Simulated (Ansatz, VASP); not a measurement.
# Two plane-wave programs on Ga3PtSe2

```xyz
6
Lattice="3.6635 0.0000 0.0000 -1.8317 3.1727 0.0000 0.0000 0.0000 9.0384" Properties=species:S:1:pos:R:3 pbc="T T T"
Ga    0.0000    2.1151    7.3044
Ga    1.8317    1.0576    1.7339
Ga    0.0000    0.0000    4.5192
Pt    0.0000    0.0000    0.0000
Se    0.0000    2.1151    3.1266
Se    1.8317    1.0576    5.9118
```

Alike in both runs: task single point; functional PBE; k mesh 6 × 6 × 2; occupations gaussian, width 0.1 eV; no spin polarisation.

|  | VASP | Ansatz |
| --- | --- | --- |
| version | VASP 6.6.1 | Ansatz 0.2.0 |
| potentials or method | VASP PAW PBE potentials, release 64 (Ga_d, Pt, Se), cutoff 520 eV | scalar-relativistic, plane waves, PAW |
| valence electrons in the cell | 61 | 89 |

|  | VASP | Ansatz | Ansatz less VASP |
| --- | --- | --- | --- |
| gap on the k mesh at the Fermi level (eV) | none | none | - |
| pressure (GPa) | 12.4 | 12.2 | -0.25 |
| traceless stress, the component that is largest in VASP (GPa) | 3.73 | 3.86 | +0.123 |
| rms of the force components (eV/Å) | 1.034 | 1.032 | -0.0025 |

Atom by atom the forces differ by 0.004 eV/Å (rms over components). A gap of «none» marks a metal or a gap that the smearing closes. The functional is the same, so the differences come from potentials, cutoffs and numerics. VASP's potentials hold 61 valence electrons a cell and Ansatz's 89, so a difference there can come from the potentials and not from the codes.

Neither program's run includes spin-orbit coupling.
